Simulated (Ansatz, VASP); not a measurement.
## One calculation of NaH, two programs

```
CELL_PARAMETERS angstrom
0.00000 2.42892 2.42892
2.42892 0.00000 2.42892
2.42892 2.42892 0.00000
ATOMIC_POSITIONS crystal
Na 0.00000 0.00000 0.00000
H 0.50000 0.50000 0.50000
```

Alike in both runs: functional r2SCAN; k mesh 10 × 10 × 10; occupations fermi-dirac, width 0.02 eV; no spin polarisation.

Ansatz relaxed the structure, and its values are those at the end. VASP's run is a single point on that final structure, the one shown.

|  | VASP | Ansatz |
| --- | --- | --- |
| version | VASP 6.6.1 | Ansatz 0.2.0 |
| potentials or method | VASP PAW PBE potentials, release 64 (Na_pv, H), cutoff 520 eV | PAW plane waves |
| valence electrons in the cell | 8 | 10 |

|  | VASP | Ansatz | Ansatz less VASP |
| --- | --- | --- | --- |
| gap on the k mesh at the Fermi level (eV) | 4.36 | 4.35 | -0.009 |
| pressure (GPa) | -1.0 | -0.9 | +0.15 |

VASP's potentials were made for PBE, not for r2SCAN. VASP's potentials hold 8 valence electrons a cell and Ansatz's 10, so a difference there can come from the potentials and not from the codes. Ansatz's warnings: stress scf threshold loose.
